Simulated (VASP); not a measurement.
# Ir: single point with SCAN

Ir:

```
Ir
1.0
     0.00000    1.91560    1.94433
     1.91560    0.00000    1.94433
     1.91560    1.91560    0.00000
Ir
1
Direct
  0.00000 0.00000 0.00000
```

This cell differs from its parent crystal: cell strained by +1.5% along z.

| Item | Value |
| --- | --- |
| Program | VASP 6.6.1 |
| Task | single point |
| Functional | SCAN |
| Potentials or basis | VASP PAW PBE potentials, release 64 (Ir) |
| Cutoff | 600 eV |
| k mesh | 19 × 19 × 19 |
| Occupations | methfessel-paxton, width 0.05 eV |
| Spin | no spin polarisation |

The pressure is -17.2 GPa and the band gap on the k mesh is zero (an odd number of electrons rules out a gap without spin polarisation).

Stress tensor (GPa, compression positive):
```
-15.24   0.00   0.00
  0.00 -15.24   0.00
  0.00   0.00 -21.08
```

Levels at points of the mesh, in eV from the Fermi level:
```tsv
k point	band 1	band 2	band 3	band 4	band 5	band 6	band 7	band 8	band 9	band 10
(0.00, 0.00, 0.00)	-12.20	-4.20	-3.99	-3.99	-1.36	-1.08	14.85	20.39	20.84	20.84
```

Run time: 8.4 min on 1 thread of Intel(R) Xeon(R) 6975P-C (Granite Rapids), with other jobs on the host, peak memory 0.31 GiB.

Caveat: the cell differs from its parent crystal (cell strained by +1.5% along z); the cell stands under tension; the PAW data sets were made with another functional, which shifts forces and pressure a little; spin-orbit coupling is left out, which moves the levels of the heavy elements.
